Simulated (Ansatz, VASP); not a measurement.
# Two plane-wave programs on Cu

Contents of INCAR:

```
SYSTEM = Cu
ALGO = Fast
EDIFF = 1E-6
ENCUT = 520
GGA = PS
ISIF = 2
ISMEAR = 0
LASPH = .TRUE.
LCHARG = .FALSE.
LREAL = .FALSE.
LWAVE = .FALSE.
NBANDS = 12
NELM = 100
PREC = Accurate
SIGMA = 0.15
```

KPOINTS

```
k-points
0
G
  24 24 24
  0 0 0
```

File POSCAR:

```
Cu
1.0
   -1.4644352198      1.4644352198      1.3967226717
    1.4644352198     -1.4644352198      1.3967226717
    1.4644352198      1.4644352198     -1.3967226717
Cu
1
Direct
    0.0000000000      0.0000000000      0.0000000000
```

Input for Ansatz:

```yaml
crystal:
  lattice:
    - [-1.4644352198, 1.4644352198, 1.3967226717]
    - [1.4644352198, -1.4644352198, 1.3967226717]
    - [1.4644352198, 1.4644352198, -1.3967226717]
  atoms:
    - { symbol: Cu, position: [0.0, 0.0, 0.0] }
basis:
  ecutwfc: 420
kpoints:
  mp_grid: { grid: [24, 24, 24] }
hamiltonian:
  xc: pbesol
scf:
  occupations: { method: gaussian, width: 0.15 }
output:
  forces: true
  stress: true
  eigenvalues: true
```

Change from the starting cell: strain +0.015 along x and y, +0.015 along z, atoms carried along.

Alike in both runs: task single point; functional PBEsol; k mesh 24 × 24 × 24; occupations gaussian, width 0.15 eV; no spin polarisation.

|  | VASP | Ansatz |
| --- | --- | --- |
| version | VASP 6.6.1 | Ansatz 0.2.0 |
| potentials or method | VASP PAW PBE potentials, release 64 (Cu), cutoff 520 eV | scalar-relativistic, plane waves, PAW |
| valence electrons in the cell | 11 | 19 |

```csv
,VASP,Ansatz,Ansatz less VASP
gap on the k mesh at the Fermi level (eV),none,none,-
pressure (GPa),-7.1,-7.7,-0.64
"traceless stress, the component that is largest in VASP (GPa)",-0.18,-0.19,-0.009
```

VASP's potentials were made for PBE, not for PBEsol. A gap of «none» marks a metal or a gap that the smearing closes. VASP's potentials hold 11 valence electrons a cell and Ansatz's 19, so a difference there can come from the potentials and not from the codes.
